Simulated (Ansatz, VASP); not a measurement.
# Ti3H2 in VASP and in Ansatz

```
Ti H
1.0
    -1.47616    1.47616    6.59898
     1.47616   -1.47616    6.59898
     1.47616    1.47616   -6.59898
Ti H
3 2
Direct
  0.65524 0.65524 0.00000
  0.34476 0.34476 0.00000
  0.00000 0.00000 0.00000
  0.75000 0.25000 0.50000
  0.25000 0.75000 0.50000
```

Alike in both runs: functional PBE; k mesh 7 × 7 × 7; occupations gaussian, width 0.2 eV; no spin polarisation.

Ansatz relaxed the structure, and its values are those at the end. VASP's run is a single point on that final structure, the one shown.

|  | VASP | Ansatz |
| --- | --- | --- |
| version | VASP 6.6.1 | Ansatz 0.2.0 |
| potentials or method | VASP PAW PBE potentials, release 64 (Ti_sv, H), cutoff 520 eV | scalar-relativistic, plane waves, PAW |
| valence electrons in the cell | 38 | 38 |

|  | VASP | Ansatz | Ansatz less VASP |
| --- | --- | --- | --- |
| gap on the k mesh at the Fermi level (eV) | none | none | - |
| pressure (GPa) | -0.4 | -0.2 | +0.15 |
| rms of the force components (eV/Å) | 0.007 | 0.000 | -0.0070 |

A gap of «none» marks a metal or a gap that the smearing closes.

The k mesh is coarse, so the values compare programs but aren't converged.
